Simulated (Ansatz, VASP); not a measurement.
# PbS in VASP and in Ansatz

The input INCAR:

```
SYSTEM = PbS
  PREC = Accurate
  ENCUT = 520
  EDIFF = 1E-6
  ISMEAR = -1
  SIGMA = 0.06
  LREAL = .False.
  LASPH = .True.
  NELM = 80
  ALGO = Normal
  ISIF = 2
  LWAVE = .False.
  LCHARG = .False.
  GGA = PE
  NBANDS = 17
```

KPOINTS

```
Automatic mesh
0
Gamma
  8 8 8
  0 0 0
```

Contents of POSCAR:

```
PbS
1.0
    0.0000000000      3.0040175000      3.0040175000
    3.0040175000      0.0000000000      3.0040175000
    3.0040175000      3.0040175000      0.0000000000
Pb S
1 1
Direct
    0.0000000000      0.0000000000      0.0000000000
    0.5000000000      0.5000000000      0.5000000000
```

Input for Ansatz:

```yaml
crystal:
  atoms:
  - position: [0.0, 0.0, 0.0]
    symbol: Pb
  - position: [0.5, 0.5, 0.5]
    symbol: S
  lattice:
  - [0.0, 3.0040175, 3.0040175]
  - [3.0040175, 0.0, 3.0040175]
  - [3.0040175, 3.0040175, 0.0]
hamiltonian:
  dispersion: none
  pseudopotentials:
    dirac_shells:
      Pb: [2p, 3d, 3p, 4d, 4p]
    kind: all_electron
    lapw: {basis_error: 0.025 meV}
    relativity: scalar
  xc: pbe
kpoints:
  mp_grid:
    grid: [8, 8, 8]
    shift: [0, 0, 0]
magnetization: {spin_polarized: false}
output: {forces: true, stress: true}
scf:
  convergence: {dr2_threshold: 1e-10 eV}
  lower_state_search: 'off'
  max_iter: 200
  occupations: {method: fermi_dirac, width: 0.06}
```

Alike in both runs: task single point; functional PBE; k mesh 8 × 8 × 8; occupations fermi-dirac, width 0.06 eV; no spin polarisation.

|  | VASP | Ansatz |
| --- | --- | --- |
| version | VASP 6.6.1 | Ansatz 0.2 development build |
| potentials or method | VASP PAW PBE potentials, release 64 (Pb_d, S), cutoff 520 eV | all-electron full-potential LAPW, scalar-relativistic |

VASP gave:

```
pressure (GPa) : -0.1
```

What did Ansatz give for the same quantities?

Pressure (GPa): 0.0.

Ansatz ran all-electron here, and VASP with PAW potentials.

Spin-orbit coupling is off throughout.
